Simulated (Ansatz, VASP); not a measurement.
**Sc2Al in VASP and in Ansatz**

Contents of INCAR:

```
PREC = Accurate
ENCUT = 520
EDIFF = 1E-7
ISMEAR = 0
SIGMA = 0.15
LREAL = False
LASPH = True
NELM = 100
ALGO = Fast
ISIF = 2
LWAVE = False
LCHARG = True
GGA = PS
LELF = True
LVHAR = True
NBANDS = 34
```

Contents of KPOINTS:

```
regular mesh
0
Gamma
  12 12 8
```

Contents of POSCAR:

```
Sc2Al
1.0
    4.6083540236      0.0000000000      0.0000000000
   -2.3041770118      3.9909516541      0.0000000000
    0.0000000000      0.0000000000      5.7811787542
Sc Al
4 2
Direct
    0.0000000000      0.0000000000      0.0000000000
    0.0000000000      0.0000000000      0.5000000000
    0.3333333333      0.6666666667      0.7500000000
    0.6666666667      0.3333333333      0.2500000000
    0.3333333333      0.6666666667      0.2500000000
    0.6666666667      0.3333333333      0.7500000000
```

Input for Ansatz:

```yaml
crystal:
  lattice:
    - [4.6083540236, 0.0, 0.0]
    - [-2.3041770118, 3.9909516541, 0.0]
    - [0.0, 0.0, 5.7811787542]
  atoms:
    - { symbol: Sc, position: [0.0, 0.0, 0.0] }
    - { symbol: Sc, position: [0.0, 0.0, 0.5] }
    - { symbol: Sc, position: [0.3333333333, 0.6666666667, 0.75] }
    - { symbol: Sc, position: [0.6666666667, 0.3333333333, 0.25] }
    - { symbol: Al, position: [0.3333333333, 0.6666666667, 0.25] }
    - { symbol: Al, position: [0.6666666667, 0.3333333333, 0.75] }
basis:
  ecutwfc: 420
kpoints:
  mp_grid: { grid: [12, 12, 8] }
hamiltonian:
  xc: pbesol
scf:
  occupations: { method: gaussian, width: 0.15 }
output:
  forces: true
  stress: true
  eigenvalues: true
```

Change from the starting cell: strain -0.050 along x and y, -0.050 along z, atoms carried along.

Alike in both runs: task single point; functional PBEsol; k mesh 12 × 12 × 8; occupations gaussian, width 0.15 eV; no spin polarisation.

```csv
,VASP,Ansatz
version,VASP 6.6.1,Ansatz 0.2.0
potentials or method,"VASP PAW PBE potentials, release 64 (Sc_sv, Al), cutoff 520 eV","scalar-relativistic, plane waves, PAW"
valence electrons in the cell,50,50
```

|  | VASP | Ansatz | Ansatz less VASP |
| --- | --- | --- | --- |
| gap on the k mesh at the Fermi level (eV) | none | none | - |
| pressure (GPa) | 15.2 | 15.0 | -0.18 |
| traceless stress, the component that is largest in VASP (GPa) | -1.39 | -1.36 | +0.028 |

VASP's potentials were made for PBE, not for PBEsol. A gap of «none» marks a metal or a gap that the smearing closes. The functional is the same, so the differences come from potentials, cutoffs and numerics.
